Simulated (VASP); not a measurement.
Write the native input for VASP 6.6.1 that does the following.

```
Task                    : single point
Functional              : RPBE
Potentials or basis     : VASP PAW PBE potentials, release 64 (Br)
Cutoff                  : 520 eV
k mesh                  : 8 × 8 × 3
Occupations             : fermi-dirac, width 0.05 eV
Spin                    : no spin polarisation
Dipole correction       : no
k mesh for the DOS      : 12 × 12 × 5
Occupations for the DOS : tetrahedron
Further INCAR settings  : ALGO = Normal; EDIFF = 1e-06; NBANDS = 14
```

Crystal: Br.

```
Br
1.0
     2.84698    0.00000    0.00000
     0.00000    2.84698    0.00000
     0.00000    0.00000    7.15503
Br
2
Direct
  0.00000 0.00000 0.00000
  0.50000 0.50000 0.50000
```

These files were run (other wordings do the same):

POSCAR

```
Br
1.0
    2.8469834100      0.0000000000      0.0000000000
    0.0000000000      2.8469834100      0.0000000000
    0.0000000000      0.0000000000      7.1550347400
Br
2
Direct
    0.0000000000      0.0000000000      0.0000000000
    0.5000000000      0.5000000000      0.5000000000
```

INCAR.step1

```
SYSTEM = Br
PREC = Accurate
ENCUT = 520
EDIFF = 1E-6
ISMEAR = -1
SIGMA = 0.05
LREAL = .False.
LASPH = .True.
NELM = 60
ALGO = Normal
ISIF = 2
LWAVE = .False.
LCHARG = .True.
GGA = RP
NBANDS = 14
```

KPOINTS.step1

```
Automatic mesh
0
Gamma
  8 8 3
  0 0 0
```

INCAR.step2

```
SYSTEM = Br
PREC = Accurate
ENCUT = 520
EDIFF = 1E-6
ISMEAR = -5
SIGMA = 0.05
LREAL = .False.
LASPH = .True.
NELM = 60
ALGO = Normal
ISIF = 2
LWAVE = .False.
LCHARG = .False.
GGA = RP
LORBIT = 11
NBANDS = 14
NEDOS = 1001
ICHARG = 11
```

KPOINTS.step2

```
Automatic mesh
0
Gamma
  12 12 5
  0 0 0
```

Potentials or basis: VASP PAW PBE potentials, release 64 (Br).

Command:

```sh
$ cat potpaw_PBE.64/Br/POTCAR > POTCAR
$ cp INCAR.step1 INCAR
$ cp KPOINTS.step1 KPOINTS
$ mpirun -np 1 vasp_std > vasp.out
$ cp INCAR.step2 INCAR
$ cp KPOINTS.step2 KPOINTS
$ mpirun -np 1 vasp_std > vasp.out
```

It gave:

```json
{"Valence electrons inside the program's atomic spheres": "Br 4.73"}
```

Run time: 40 s on 1 thread of AMD EPYC 7R43 64-Core Processor (Zen 3), on a shared host, peak memory 0.16 GiB.
